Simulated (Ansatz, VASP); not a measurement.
Two plane-wave programs on TaAs

File INCAR:

```
PREC = Accurate ; ENCUT = 520
EDIFF = 1E-6 ; ISMEAR = 0
SIGMA = 0.1 ; LREAL = F
LASPH = T ; NELM = 60
ALGO = Normal ; ISIF = 2
LWAVE = F ; LCHARG = F
GGA = PE ; NBANDS = 24
```

Contents of KPOINTS:

```
regular mesh
0
Gamma
  6 6 4
```

The input POSCAR:

```
TaAs
1.0
    3.7485300717      0.0000000000      0.0000000000
   -1.8742650358      3.2463222689      0.0000000000
    0.0000000000      0.0000000000      6.0031416408
Ta As
2 2
Direct
    0.3333333333      0.6666666667      0.0000000000
    0.6666666667      0.3333333333      0.5000000000
    0.3333333333      0.6666666667      0.3821000000
    0.6666666667      0.3333333333      0.8821000000
```

Input for Ansatz:

```yaml
crystal:
  lattice:
    - [3.7485300717, 0.0, 0.0]
    - [-1.8742650358, 3.2463222689, 0.0]
    - [0.0, 0.0, 6.0031416408]
  atoms:
    - { symbol: Ta, position: [0.3333333333, 0.6666666667, 0.0] }
    - { symbol: Ta, position: [0.6666666667, 0.3333333333, 0.5] }
    - { symbol: As, position: [0.3333333333, 0.6666666667, 0.3821] }
    - { symbol: As, position: [0.6666666667, 0.3333333333, 0.8821] }
basis:
  ecutwfc: 420
kpoints:
  mp_grid: { grid: [6, 6, 4] }
hamiltonian:
  xc: pbe
scf:
  occupations: { method: gaussian, width: 0.1 }
  lower_state_search: "off"
output:
  forces: true
  stress: true
  eigenvalues: true
```

Alike in both runs: task single point; functional PBE; k mesh 6 × 6 × 4; occupations gaussian, width 0.1 eV; no spin polarisation.

|  | VASP | Ansatz |
| --- | --- | --- |
| version | VASP 6.6.1 | Ansatz 0.2.0 |
| potentials or method | VASP PAW PBE potentials, release 64 (Ta_pv, As), cutoff 520 eV | scalar-relativistic, plane waves, PAW |
| valence electrons in the cell | 32 | 56 |

|  | VASP | Ansatz | Ansatz less VASP |
| --- | --- | --- | --- |
| gap on the k mesh at the Fermi level (eV) | none | none | - |
| rms of the force components (eV/Å) | 0.303 | 0.305 | +0.0017 |

Atom by atom the forces differ by 0.002 eV/Å (rms over components). A gap of «none» marks a metal or a gap that the smearing closes. With one functional, cell and mesh, what is left measures potentials, basis and numerics. VASP's potentials hold 32 valence electrons a cell and Ansatz's 56, so a difference there can come from the potentials and not from the codes.

Neither program's run includes spin-orbit coupling.
